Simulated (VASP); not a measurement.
A run of VASP 6.6.1 is set up as follows.

File INCAR:

```
SYSTEM = SnO2
PREC = Accurate
ENCUT = 520
EDIFF = 1E-7
ISMEAR = 0
SIGMA = 0.15
LREAL = .FALSE.
LASPH = .TRUE.
NELM = 100
ALGO = Normal
ISIF = 2
LWAVE = .FALSE.
LCHARG = .TRUE.
GGA = PE
LELF = .TRUE.
LVHAR = .TRUE.
NBANDS = 20
```

File KPOINTS:

```
regular mesh
0
G
  16 16 16
  0 0 0
```

File POSCAR:

```
SnO2
1.0
   -0.0128582621      2.5716524213      2.5716524213
    2.5716524213     -0.0128582621      2.5716524213
    2.5587941592      2.5587941592      0.0000000000
Sn O
1 2
Direct
    0.0000000000      0.0000000000      0.0000000000
    0.2500000000      0.2500000000      0.2500000000
    0.7500000000      0.7500000000      0.7500000000
```

Potentials or basis: VASP PAW PBE potentials, release 64 (Sn_d, O).

Command:

```sh
$ cat potpaw_PBE.64/Sn_d/POTCAR potpaw_PBE.64/O/POTCAR > POTCAR
$ mpirun -np 1 vasp_std > vasp.out
```

(1) Predict the largest force.

(2) Predict the band gap on the k mesh.

(3) Predict the pressure.

Answers

(1) 0.022 eV/Å.

(2) zero (bands 13 and 14 overlap by 0.16 eV).

(3) 0.5 GPa.

Caveat: the cell differs from its parent crystal (strain -0.0100 x Voigt [0, 0, 0, 0, 0, 1]); semilocal functionals underestimate gaps, and a narrow one can read as zero; spin-orbit coupling is left out, which moves the levels of the heavy elements.
